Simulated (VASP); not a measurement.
Here is a VASP 6.6.1 calculation.

INCAR

```
PREC = Accurate ; ENCUT = 520
EDIFF = 1E-6 ; ISMEAR = -1
SIGMA = 0.08 ; LREAL = F
LASPH = T ; NELM = 100
ALGO = Normal ; ISIF = 2
LWAVE = F ; LCHARG = F
LDIPOL = T ; IDIPOL = 3
DIPOL = 0.5 0.5 0.500 ; GGA = PE
NBANDS = 44
```

The input KPOINTS:

```
regular mesh
0
Gamma
  12 12 1
```

The input POSCAR:

```
Ta5W
1.0
    3.3195547178      0.0000000000      0.0000000000
    0.0000000000      3.3195547178      0.0000000000
    0.0000000000      0.0000000000     24.2989000000
W Ta
1 5
Direct
    0.2500000000      0.2500000000      0.3367527515
    0.7500000000      0.7500000000      0.3967757328
    0.2500000000      0.2500000000      0.4643958381
    0.7500000000      0.7500000000      0.5356042256
    0.2500000000      0.2500000000      0.6032242381
    0.7500000000      0.7500000000      0.6632472139
```

Potentials or basis: VASP PAW PBE potentials, release 64 (W_sv, Ta_pv).

Launch:

```sh
$ cat potpaw_PBE.64/W_sv/POTCAR potpaw_PBE.64/Ta_pv/POTCAR > POTCAR
$ mpirun -np 1 vasp_std > vasp.out
```

Estimate the band gap on the k mesh.

zero (an odd number of electrons rules out a gap without spin polarisation).

What does it give for the largest force?

1.280 eV/Å.

Forces in eV/Å, atoms in the order of the input:
```
W    0.000  0.000  1.264
Ta   0.000  0.000 -1.280
Ta   0.000  0.000  0.033
Ta   0.000  0.000  0.074
Ta   0.000  0.000 -0.102
Ta   0.000  0.000  0.011
```

Caveat: spin-orbit coupling is left out, which moves the levels of the heavy elements.
